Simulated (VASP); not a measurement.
Mg, 2 atoms in the cell. The structure is hexagonal, space group P6_3/mmc (No. 194). Conventional cell: a = 3.202 Å, b = 3.202 Å, c = 5.215 Å, α = 90.00°, β = 90.00°, γ = 120.00°. Mg (site symmetry -6m2) has 12 Mg at 3.20 Å within 4.2 Å. 

```yaml
Program: VASP 6.6.1
Task: single point
Functional: PBE
Potentials_or_basis: VASP PAW PBE potentials, release 64 (Mg)
Cutoff: 520 eV
k_mesh: 14 × 14 × 8
Occupations: fermi-dirac, width 0.08 eV
Spin: no spin polarisation
Dipole_correction: no
Further_INCAR_settings: ALGO = Normal; EDIFF = 1e-07; NBANDS = 9
```

Potentials or basis: VASP PAW PBE potentials, release 64 (Mg).

Command:

```sh
$ cat potpaw_PBE.64/Mg/POTCAR > POTCAR
$ mpirun -np 1 vasp_std > vasp.out
```

Hardware: 1 thread of AMD EPYC 7R13, on a shared host.

Question: How long does it take, and how much memory?

Answer: Run time: 56 s on 1 thread of AMD EPYC 7R13, on a shared host, peak memory 0.16 GiB. Counts: scf iterations 11, k points 120.
